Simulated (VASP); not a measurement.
BaTiO3:

```
Ba Ti O
1.0
     2.84609    1.64319    2.33375
    -2.84609    1.64319    2.33375
     0.00000   -3.28638    2.33375
Ba Ti O
1 1 3
Direct
  0.00000 0.00000 0.00000
  0.48450 0.48450 0.48450
  0.50860 0.01750 0.50860
  0.01750 0.50860 0.50860
  0.50860 0.50860 0.01750
```

Base run:

```yaml
Program: VASP 6.6.1
Functional: LDA
Potentials_or_basis: VASP PAW LDA potentials, release 64 (Ba_sv, Ti_sv, O)
Cutoff: 520 eV
k_mesh: 7 × 7 × 7
Occupations: fermi-dirac, width 0.05 eV
Spin: no spin polarisation
```

Its results: band gap on the k mesh 2.31 eV (least direct gap 2.66 eV); pressure -7.1 GPa; largest force 0.148 eV/Å.

Q: The run is repeated on the same cell with these changes: functional from LDA to PBEsol; potentials or basis from VASP PAW LDA potentials, release 64 (Ba_sv, Ti_sv, O) to VASP PAW PBE potentials, release 64 (Ba_sv, Ti_sv, O). What comes out?

A: Band gap on the k mesh 2.35 eV (least direct gap 2.70 eV); pressure -2.7 GPa; largest force 0.131 eV/Å.

Caveats: spin-orbit coupling is left out, which moves the levels of the heavy elements; an odd mesh through Γ misses points on the zone boundary, where band edges can lie; the cell stands under tension (at least some runs); the PAW data sets were made with another functional, which shifts forces and pressure a little (at least some runs).
